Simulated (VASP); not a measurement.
# MnHg (Pm-3m) in VASP: notebook

MnHg is run at these levels: PBE; tasks: single point.

Program: VASP 6.6.1. These are calculated values, not measurements. Logs are shortened: lines on timing, memory, paths and dates and some standing lists are left out, and cuts for length are marked.

## Step 1: The cell of the first run

Symmetry: Pm-3m, No. 221, cubic system. Conventional cell: a = 3.315 Å, b = 3.315 Å, c = 3.315 Å, α = 90.00°, β = 90.00°, γ = 90.00°. Within 3.8 Å of Mn (site symmetry m-3m) lie 8 Hg at 2.87 Å and 6 Mn at 3.32 Å. Hg (site symmetry m-3m) has 8 Mn at 2.87 Å and 6 Hg at 3.32 Å within 3.8 Å.

## Step 2: Single point, PBE, collinear spin, ferromagnetic start

File INCAR:

```
  ALGO = Normal
  EDIFF = 1E-7
  ENCUT = 520
  GGA = PE
  ISIF = 2
  ISMEAR = 0
  ISPIN = 2
  LASPH = T
  LCHARG = T
  LELF = T
  LMAXMIX = 4
  LORBIT = 11
  LREAL = F
  LVHAR = T
  LWAVE = F
  MAGMOM = 3.5 0
  NBANDS = 24
  NELM = 150
  PREC = Accurate
  SIGMA = 0.05
```

File KPOINTS:

```
k-points
0
Gamma
  10 10 10
```

File POSCAR:

```
MnHg
1.0
    3.3150005801      0.0000000000      0.0000000000
    0.0000000000      3.3150005801      0.0000000000
    0.0000000000      0.0000000000      3.3150005801
Mn Hg
1 1
Direct
    0.5000000000      0.5000000000      0.5000000000
    0.0000000000      0.0000000000      0.0000000000
```

Potentials or basis: VASP PAW PBE potentials, release 64 (Mn_pv, Hg).

Command:

```sh
$ cat potpaw_PBE.64/Mn_pv/POTCAR potpaw_PBE.64/Hg/POTCAR > POTCAR
$ mpirun -np 1 vasp_std > vasp.out
```

OUTCAR:

```text
EDIFF = 1E-7
   ENCUT = 520
   GGA = PE
   ISIF = 2
   ISMEAR = 0
   ISPIN = 2
   LASPH = T
   LORBIT = 11
   LREAL = F
   NELM = 150
   PREC = Accurate

 ion  position               nearest neighbor table
   1  0.500  0.500  0.500-   2 2.87   2 2.87   2 2.87   2 2.87   2 2.87   2 2.87   2 2.87   2 2.87

   2  0.000  0.000  0.000-   1 2.87   1 2.87   1 2.87   1 2.87   1 2.87   1 2.87   1 2.87   1 2.87

  LATTYP: Found a simple cubic cell.
 ALAT       =     3.3150005801

  Lattice vectors:

 A1 = (   3.3150005801,   0.0000000000,   0.0000000000)
 A2 = (   0.0000000000,   3.3150005801,   0.0000000000)
 A3 = (   0.0000000000,   0.0000000000,   3.3150005801)

Analysis of symmetry for initial positions (statically):
=====================================================================
 Subroutine PRICEL returns:
 Original cell was already a primitive cell.

 Routine SETGRP: Setting up the symmetry group for a
 simple cubic supercell.

 Subroutine GETGRP returns: Found 48 space group operations
 (whereof 48 operations were pure point group operations)
 out of a pool of 48 trial point group operations.

The static configuration has the point symmetry O_h .

Analysis of symmetry for dynamics (positions and initial velocities):
=====================================================================
 Subroutine PRICEL returns:
 Original cell was already a primitive cell.

 Routine SETGRP: Setting up the symmetry group for a
 simple cubic supercell.

 Subroutine GETGRP returns: Found 48 space group operations
 (whereof 48 operations were pure point group operations)
 out of a pool of 48 trial point group operations.

The dynamic configuration has the point symmetry O_h .

Analysis of structural, dynamic, and magnetic symmetry:
=====================================================================
 Subroutine PRICEL returns:
 Original cell was already a primitive cell.

 Routine SETGRP: Setting up the symmetry group for a
 simple cubic supercell.

 Subroutine GETGRP returns: Found 48 space group operations
 (whereof 48 operations were pure point group operations)
 out of a pool of 48 trial point group operations.

The overall configuration has the point symmetry O_h .

 Subroutine INISYM returns: Found 48 space group operations
 (whereof 48 operations are pure point group operations),
 and found     1 'primitive' translations

----------------------------------------------------------------------------------------

                                     Primitive cell

  volume of cell :      36.4293

  direct lattice vectors                    reciprocal lattice vectors
     3.315000580  0.000000000  0.000000000     0.301659072  0.000000000  0.000000000
     0.000000000  3.315000580  0.000000000     0.000000000  0.301659072  0.000000000
     0.000000000  0.000000000  3.315000580     0.000000000  0.000000000  0.301659072

  length of vectors
     3.315000580  3.315000580  3.315000580     0.301659072  0.301659072  0.301659072

  position of ions in fractional coordinates (direct lattice)
     0.500000000  0.500000000  0.500000000
     0.000000000  0.000000000  0.000000000

  ion indices of the primitive-cell ions
   primitive index   ion index
                 1           1
                 2           2

----------------------------------------------------------------------------------------

 KPOINTS: k-points

Automatic generation of k-mesh.
 Grid dimensions read from file:
 generate k-points for:   10   10   10

 Generating k-lattice:

  Cartesian coordinates                     Fractional coordinates (reciprocal lattice)
     0.030165907  0.000000000  0.000000000     0.100000000  0.000000000  0.000000000
     0.000000000  0.030165907  0.000000000     0.000000000  0.100000000  0.000000000
     0.000000000  0.000000000  0.030165907     0.000000000  0.000000000  0.100000000

  Length of vectors
     0.030165907  0.030165907  0.030165907

  Shift w.r.t. Gamma in fractional coordinates (k-lattice)
     0.000000000  0.000000000  0.000000000

 Subroutine IBZKPT returns following result:
 ===========================================

 Found     56 irreducible k-points:

 Following reciprocal coordinates:
            Coordinates               Weight
  0.000000  0.000000  0.000000      1.000000
  0.100000  0.000000  0.000000      6.000000
  0.200000  0.000000  0.000000      6.000000
  0.300000  0.000000  0.000000      6.000000
  0.400000  0.000000  0.000000      6.000000
  0.500000  0.000000  0.000000      3.000000
[... 16 lines left out ...]
  0.200000  0.100000  0.100000     24.000000
  0.300000  0.100000  0.100000     24.000000
 [... further k-points ...]
   k-points           NKPTS =     56   k-points in BZ     NKDIM =     56   number of bands    NBANDS=     24
   number of dos      NEDOS =    301   number of ions     NIONS =      2
   total plane-waves  NPLWV =  21952
   dimension x,y,z NGX =    28 NGY =   28 NGZ =   28
   dimension x,y,z NGXF=    56 NGYF=   56 NGZF=   56
   ions per type =               1   1
   NGX,Y,Z   is equivalent  to a cutoff of  14.04, 14.04, 14.04 a.u.
   NGXF,Y,Z  is equivalent  to a cutoff of  28.08, 28.08, 28.08 a.u.
 SYSTEM =  unknown system
   PREC   = accura    normal or accurate (medium, high low for compatibility)
   ISTART =      0    job   : 0-new  1-cont  2-samecut
   ICHARG =      2    charge: 1-file 2-atom 10-const
   ISPIN  =      2    spin polarized calculation?
   LNONCOLLINEAR =      F non collinear calculations
   LSORBIT =      F    spin-orbit coupling
   LASPH  =      T    aspherical Exc in radial PAW
   ENCUT  =  520.0 eV  38.22 Ry    6.18 a.u.   6.16  6.16  6.16*2*pi/ulx,y,z
   NELM   =    150;   NELMIN=  2; NELMDL= -5     # of ELM steps
   EDIFF  = 0.1E-06   stopping-criterion for ELM
   LREAL  =      F    real-space projection
   EDIFFG = 0.1E-05   stopping-criterion for IOM
   NSW    =      0    number of steps for IOM
   IBRION =     -1    ionic relax: 0-MD 1-quasi-New 2-CG
   NFREE  =      0    steps in history (QN), initial steepest desc. (CG)
   ISIF   =      2    stress and relaxation
   ISYM   =      2    0-nonsym 1-usesym 2-fastsym
   POTIM  = 0.5000    time-step for ionic-motion
   TEBEG  =    0.0;   TEEND  =   0.0 temperature during run
   PSTRESS=    0.0 pullay stress
   NELECT =      25.0000    total number of electrons
   NUPDOWN=      -1.0000    fix difference up-down
   EMIN   =  10.00;   EMAX   =-10.00  energy-range for DOS
   EFERMI =   0.00;   METHOD = LEGACY
   ISMEAR =     0;   SIGMA  =   0.05  broadening in eV -4-tet -1-fermi 0-gaus
   EFERMI_NEDOS =   21; number of points for ismear=-14 and -15
   IALGO  =     38    algorithm
   IMIX   =      4    mixing-type and parameters
     AMIX     =   0.40;   BMIX     =  1.00
     AMIX_MAG =   1.60;   BMIX_MAG =  1.00
  volume/ion in A,a.u.               =      18.21       122.92
  Fermi-wavevector in a.u.,A,eV,Ry     =   1.444013  2.728790 28.370524  2.085175
  Thomas-Fermi vector in A             =   2.562356
   LORBIT       =     11    0 simple, 1 ext, 2 COOP (PROOUT), +10 PAW based schemes
   GGA     = PE    functional components
   LHFCALC =     F    Hartree Fock is set to
   AEXX    =    0.0000 exact exchange contribution
   IVDW    =     0    specifies the selected vdW correction
   LEPSILON=     F    determine dielectric tensor
   LRPA    =     F    only Hartree local field effects (RPA)
 spin polarized calculation
 Gauss-broadening in eV      SIGMA  =   0.05
  energy-cutoff  :      520.00
  volume of cell :       36.43
 maximum number of plane-waves:       996
 NGX is ok and might be reduce to    28
   NGX = 13   NGY = 13   NGZ = 13

 number of electron      25.0000011 magnetization       3.9405154

 Free energy of the ion-electron system (eV)
  ---------------------------------------------------
  ext. energy  EPLUGINS =         0.00000000
  ---------------------------------------------------
  free energy    TOTEN  =        -8.49017834 eV

  energy without entropy =       -8.48758335  energy(sigma->0) =       -8.48888084

 E-fermi :   5.5589     XC(G=0): -11.6826

 val. band max:        5.5450580144   @ k =   0.4000   0.2000   0.2000
 cond. band min:       5.5739949874   @ k =   0.3000   0.2000   0.2000
 fundamental gap:      0.0289369730
 Fermi energy:         5.5589488548

 spin component 1

 k-point     1 :       0.0000    0.0000    0.0000
  band No.  band energies     occupation
      1     -44.6646      1.00000
      2     -44.6646      1.00000
      3     -44.6646      1.00000
      4      -4.1220      1.00000
      5      -2.7267      1.00000
      6      -2.7267      1.00000
[... 16 lines left out ...]
     23      22.5675      0.00000
     24      26.3159      0.00000
[... 598 lines left out ...]
      2     -44.6654      1.00000
      3     -44.6654      1.00000
      4      -2.8035      1.00000
      5      -2.4360      1.00000
      6      -2.0576      1.00000
[... 16 lines left out ...]
     23      22.1781      0.00000
     24      22.9272      0.00000

 [... further k-points ...]

 spin component 2

 k-point     1 :       0.0000    0.0000    0.0000
  band No.  band energies     occupation
      1     -40.5968      1.00000
      2     -40.5968      1.00000
      3     -40.5968      1.00000
      4      -3.8985      1.00000
      5      -2.7056      1.00000
      6      -2.7056      1.00000
[... 16 lines left out ...]
     23      22.5976      0.00000
     24      27.2924      0.00000
[... 598 lines left out ...]
      2     -40.5977      1.00000
      3     -40.5977      1.00000
      4      -2.6958      1.00000
      5      -2.4581      1.00000
      6      -1.9822      1.00000
[... 16 lines left out ...]
     23      22.4811      0.00000
     24      23.6072      0.00000

 [... further k-points ...]

------------------------ aborting loop because EDIFF is reached ----------------------------------------

  FORCE on cell =-STRESS in cart. coord.  units (eV):
  Direction    XX          YY          ZZ          XY          YZ          ZX
  --------------------------------------------------------------------------------------
  -------------------------------------------------------------------------------------
  Total        0.2742992      0.2742992      0.2742992      0.0000000     -0.0000000      0.0000000
  in kB       12.0638065     12.0638065     12.0638065      0.0000000     -0.0000000      0.0000000
  external PRESSURE =      12.0638065 kB  Pullay stress =       0.0000000 kB

 VOLUME and BASIS-vectors are now :
 -----------------------------------------------------------------------------
  energy-cutoff  :      520.00
  volume of cell :       36.43
      direct lattice vectors                 reciprocal lattice vectors
     3.315000580  0.000000000  0.000000000     0.301659072  0.000000000  0.000000000
     0.000000000  3.315000580  0.000000000     0.000000000  0.301659072  0.000000000
     0.000000000  0.000000000  3.315000580     0.000000000  0.000000000  0.301659072

 POSITION                                       TOTAL-FORCE (eV/Angst)
 -----------------------------------------------------------------------------------
      1.65750      1.65750      1.65750         0.000000      0.000000      0.000000
      0.00000      0.00000      0.00000         0.000000      0.000000      0.000000
 -----------------------------------------------------------------------------------
    total drift:                                0.000000      0.000000      0.000000

  FREE ENERGIE OF THE ION-ELECTRON SYSTEM (eV)
  ---------------------------------------------------
  free  energy   TOTEN  =        -8.4901783370 eV

  energy  without entropy=       -8.4875833518  energy(sigma->0) =       -8.48888084

 total charge

# of ion       s       p       d       tot
------------------------------------------
    1        0.252   6.174   4.974  11.400
    2        0.819   0.518   9.256  10.592
--------------------------------------------------
tot          1.071   6.692  14.230  21.992

 magnetization (x)

# of ion       s       p       d       tot
------------------------------------------
    1        0.028   0.017   3.799   3.844
    2       -0.041  -0.059   0.048  -0.051
--------------------------------------------------
tot         -0.012  -0.042   3.847   3.793
```

Run time: 80 s. Hardware: 1 thread of Intel Xeon Platinum 8259CL at 2.50GHz (Skylake/Cascade Lake), shared host; peak memory 0.22 GiB.

Results:

```yaml
Free_energy: -8.4902 eV
Pressure: 1.2 GPa
Net_moment: 3.94 μB per cell
Site_moments: Mn +3.84; Hg -0.05 μB
Valence_electrons_inside_the_program's_atomic_spheres: Mn 11.40; Hg 10.59
```

Levels at points of the mesh, in eV from the Fermi level:
Spin up:
```csv
k point,band 10,band 11,band 12,band 13,band 14,band 15,band 16,band 17,band 18,band 19
"(0.00, 0.00, 0.00)",-3.00,-3.00,-2.12,-2.12,-2.12,4.85,4.85,4.85,8.53,11.11
"(0.50, 0.00, 0.00)",-5.04,-3.36,-2.82,-2.82,-2.33,-1.64,10.01,10.01,10.52,11.12
"(0.50, 0.50, 0.00)",-2.77,-2.14,-2.14,-2.09,-1.70,-1.70,0.58,2.83,11.75,11.75
"(0.50, 0.50, 0.50)",-3.77,-3.77,-2.07,-2.07,0.42,4.08,4.08,4.08,4.45,4.78
```
Spin down:
```tsv
k point	band 8	band 9	band 10	band 11	band 12	band 13	band 14	band 15
(0.00, 0.00, 0.00)	-7.09	-7.09	0.30	0.30	1.44	1.44	1.44	5.22
(0.50, 0.00, 0.00)	-6.99	-5.02	-4.47	-0.05	0.39	0.39	1.25	2.01
(0.50, 0.50, 0.00)	-6.54	-3.53	-1.45	-1.45	0.47	1.27	1.27	1.85
(0.50, 0.50, 0.50)	-6.51	-1.61	-1.61	-1.61	0.29	1.89	1.89	5.54
```

Caveat: spin-orbit coupling is left out, which moves the levels of the heavy elements.

## Step 3: Single point, PBE, collinear spin, ferromagnetic start

File INCAR:

```
  PREC = Accurate
  ENCUT = 520
  EDIFF = 1E-7
  ISMEAR = 0
  SIGMA = 0.05
  LREAL = False
  LASPH = True
  NELM = 150
  ALGO = Normal
  ISIF = 2
  LWAVE = False
  LCHARG = False
  ISPIN = 2
  MAGMOM = 3.5 0
  LORBIT = 11
  LMAXMIX = 4
  GGA = PE
  NBANDS = 24
```

File KPOINTS:

```
Automatic mesh
0
Gamma
  12 12 12
```

POSCAR is that of step 2.

Potentials or basis: VASP PAW PBE potentials, release 64 (Mn_pv, Hg).

Command:

```sh
$ cat potpaw_PBE.64/Mn_pv/POTCAR potpaw_PBE.64/Hg/POTCAR > POTCAR
$ mpirun -np 1 vasp_std > vasp.out
```

OUTCAR:

```text
PREC = Accurate
   ENCUT = 520
   EDIFF = 1E-7
   ISMEAR = 0
   LREAL = False
   LASPH = True
   NELM = 150
   ISIF = 2
   ISPIN = 2
   LORBIT = 11
   GGA = PE

 ion  position               nearest neighbor table
   1  0.500  0.500  0.500-   2 2.87   2 2.87   2 2.87   2 2.87   2 2.87   2 2.87   2 2.87   2 2.87

   2  0.000  0.000  0.000-   1 2.87   1 2.87   1 2.87   1 2.87   1 2.87   1 2.87   1 2.87   1 2.87

  LATTYP: Found a simple cubic cell.
 ALAT       =     3.3150005801

  Lattice vectors:

 A1 = (   3.3150005801,   0.0000000000,   0.0000000000)
 A2 = (   0.0000000000,   3.3150005801,   0.0000000000)
 A3 = (   0.0000000000,   0.0000000000,   3.3150005801)

Analysis of symmetry for initial positions (statically):
=====================================================================
 Subroutine PRICEL returns:
 Original cell was already a primitive cell.

 Routine SETGRP: Setting up the symmetry group for a
 simple cubic supercell.

 Subroutine GETGRP returns: Found 48 space group operations
[... 848 lines left out ...]
      6      -2.7053      1.00000
[... 637 lines left out ...]
     23      23.9892      0.00000
     24      25.2409      0.00000

 [... further k-points ...]

------------------------ aborting loop because EDIFF is reached ----------------------------------------

  FORCE on cell =-STRESS in cart. coord.  units (eV):
  Direction    XX          YY          ZZ          XY          YZ          ZX
  --------------------------------------------------------------------------------------
  -------------------------------------------------------------------------------------
  Total        0.2759307      0.2759307      0.2759307     -0.0000000     -0.0000000      0.0000000
  in kB       12.1355577     12.1355577     12.1355577     -0.0000000     -0.0000000      0.0000000
  external PRESSURE =      12.1355577 kB  Pullay stress =       0.0000000 kB

 VOLUME and BASIS-vectors are now :
 -----------------------------------------------------------------------------
  energy-cutoff  :      520.00
  volume of cell :       36.43
      direct lattice vectors                 reciprocal lattice vectors
     3.315000580  0.000000000  0.000000000     0.301659072  0.000000000  0.000000000
     0.000000000  3.315000580  0.000000000     0.000000000  0.301659072  0.000000000
     0.000000000  0.000000000  3.315000580     0.000000000  0.000000000  0.301659072

 POSITION                                       TOTAL-FORCE (eV/Angst)
 -----------------------------------------------------------------------------------
      1.65750      1.65750      1.65750         0.000000      0.000000      0.000000
      0.00000      0.00000      0.00000         0.000000      0.000000      0.000000
 -----------------------------------------------------------------------------------
    total drift:                                0.000000      0.000000      0.000000

  FREE ENERGIE OF THE ION-ELECTRON SYSTEM (eV)
  ---------------------------------------------------
  free  energy   TOTEN  =        -8.4946433875 eV

  energy  without entropy=       -8.4934264440  energy(sigma->0) =       -8.49403492

 total charge

# of ion       s       p       d       tot
------------------------------------------
    1        0.253   6.174   4.973  11.400
    2        0.817   0.520   9.255  10.592
--------------------------------------------------
tot          1.069   6.693  14.228  21.991

 magnetization (x)

# of ion       s       p       d       tot
------------------------------------------
    1        0.030   0.016   3.802   3.848
    2       -0.042  -0.062   0.049  -0.054
--------------------------------------------------
tot         -0.012  -0.046   3.852   3.794
```

stdout:

```text
POSCAR found type information on POSCAR MnHg
 POSCAR found :  2 types and       2 ions
 scaLAPACK will be used
 LDA part: xc-table for (Slater+PW92), standard interpolation
 POSCAR, INCAR and KPOINTS ok, starting setup
 FFT: planning ... GRIDC
 FFT: planning ... GRID_SOFT
 FFT: planning ... GRID
 WAVECAR not read
 entering main loop
```

It took 80 s on 1 thread of Intel Xeon Platinum 8488C (Sapphire Rapids), shared host; peak memory 0.25 GiB.

Results:

| Quantity | Value |
| --- | --- |
| Free energy | -8.4946 eV |
| Pressure | 1.2 GPa |
| Net moment | 3.94 μB per cell |
| Site moments | Mn +3.85; Hg -0.05 μB |
| Valence electrons inside the program's atomic spheres | Mn 11.40; Hg 10.59 |

Caveat: spin-orbit coupling is left out, which moves the levels of the heavy elements.

## Step 4: Single point, PBE, collinear spin, ferromagnetic start

File INCAR:

```
ALGO = Normal ; EDIFF = 1E-6
ENCUT = 520 ; GGA = PE
ISIF = 2 ; ISMEAR = 0
ISPIN = 2 ; LASPH = T
LCHARG = T ; LELF = T
LMAXMIX = 4 ; LORBIT = 11
LREAL = F ; LVHAR = T
LWAVE = F ; MAGMOM = 3.5 0
NBANDS = 24 ; NELM = 150
PREC = Accurate ; SIGMA = 0.05
```

File KPOINTS:

```
k-points
0
Gamma
  15 15 15
```

POSCAR is that of step 3.

Command:

```sh
$ cat potpaw_PBE.64/Mn_pv/POTCAR potpaw_PBE.64/Hg/POTCAR > POTCAR
$ mpirun -np 1 vasp_std > vasp.out
```

Wall time 1.7 min (1 thread of Intel Xeon Platinum 8488C (Sapphire Rapids), shared host); peak memory 0.29 GiB.

It converged, with:

- Free energy: -8.4914 eV
- Pressure: 1.1 GPa
- Net moment: 3.94 μB per cell
- Site moments: Mn +3.84; Hg -0.05 μB
- Valence electrons inside the program's atomic spheres: Mn 11.40; Hg 10.59

Levels at points of the mesh, in eV from the Fermi level:
Spin up:
| k point | band 12 | band 13 | band 14 | band 15 | band 16 | band 17 |
| --- | --- | --- | --- | --- | --- | --- |
| (0.00, 0.00, 0.00) | -2.12 | -2.12 | -2.12 | 4.86 | 4.86 | 4.86 |
Spin down:
```csv
k point,band 9,band 10,band 11,band 12,band 13,band 14
"(0.00, 0.00, 0.00)",-7.08,0.31,0.31,1.44,1.44,1.44
```

Caveat: spin-orbit coupling is left out, which moves the levels of the heavy elements.

## Step 5: Overview

```tsv
k mesh	gap on the mesh (eV)	pressure (GPa)	moment (μB)
10 × 10 × 10	none	1.2	3.94
12 × 12 × 12	none	1.2	3.94
15 × 15 × 15	none	1.1	3.94
```

Alike in all rows: task single point; level PBE; potentials or basis VASP PAW PBE potentials, release 64 (Mn_pv, Hg); spin collinear, ferromagnetic start; cell as given; cutoff (eV) 520; smearing gaussian 0.05 eV.

Every run on the cell as given and a fine mesh finds a metal.

Caveats: spin-orbit coupling is left out, which moves the levels of the heavy elements.

Absolute energies hang on the potentials; compare differences alone.
